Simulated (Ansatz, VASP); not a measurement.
**WS2 in VASP and in Ansatz**

```
S W
1.0
     3.15955    0.00000    0.00000
    -1.57977    2.73625    0.00000
     0.00000    0.00000   23.80426
S W
4 2
Direct
  0.33333 0.66667 0.18904
  0.33333 0.66667 0.32146
  0.50000 0.33333 0.48278
  0.50000 0.33333 0.61519
  0.66667 0.33333 0.25525
  0.16667 0.66667 0.54899
```

Alike in both runs: task single point; functional PBE; dispersion D3(BJ); k mesh 9 × 9 × 1; occupations gaussian, width 0.05 eV; no spin polarisation.

|  | VASP | Ansatz |
| --- | --- | --- |
| version | VASP 6.6.1 | Ansatz 0.2.0 |
| potentials or method | VASP PAW PBE potentials, release 64 (S, W_sv), cutoff 520 eV | scalar-relativistic, plane waves, PAW |
| valence electrons in the cell | 52 | 52 |

|  | VASP | Ansatz | Ansatz less VASP |
| --- | --- | --- | --- |
| gap on the k mesh at the Fermi level (eV) | 1.87 | 1.85 | -0.013 |
| least direct gap on the mesh (eV) | 1.91 | 1.91 | -0.003 |
| rms of the force components (eV/Å) | 0.028 | 0.027 | -0.0006 |

Neither program's run includes spin-orbit coupling.
